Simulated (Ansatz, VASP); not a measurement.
One calculation of ZrH5, two programs

```
Zr H
1.0
     1.73633   -2.85320    0.00000
     1.73633    2.85320    0.00000
    -0.04768    0.00000    4.10310
Zr H
1 5
Direct
  0.68017 0.68017 0.43295
  0.31442 0.98502 0.25401
  0.98502 0.31442 0.25401
  0.64619 0.64619 0.94235
  0.06360 0.22968 0.72149
  0.22968 0.06360 0.72149
```

Alike in both runs: task relaxation of cell and atoms; functional PBE; k mesh 10 × 10 × 8; occupations gaussian, width 0.1 eV; no spin polarisation.

|  | VASP | Ansatz |
| --- | --- | --- |
| version | VASP 6.6.1 | Ansatz 0.2.0 |
| potentials or method | VASP PAW PBE potentials, release 64 (Zr_sv, H), cutoff 600 eV | scalar-relativistic, plane waves, PAW |
| valence electrons in the cell | 17 | 17 |

```tsv
	VASP	Ansatz	Ansatz less VASP
gap on the k mesh at the Fermi level, each at its own relaxed structure (eV)	none	none	-
relaxed volume (Å³/atom)	6.75	6.73	-0.017
relaxed length of the cell vector where the two differ most in proportion (Å)	3.318	3.314	-0.0040
```

A gap of «none» marks a metal or a gap that the smearing closes.
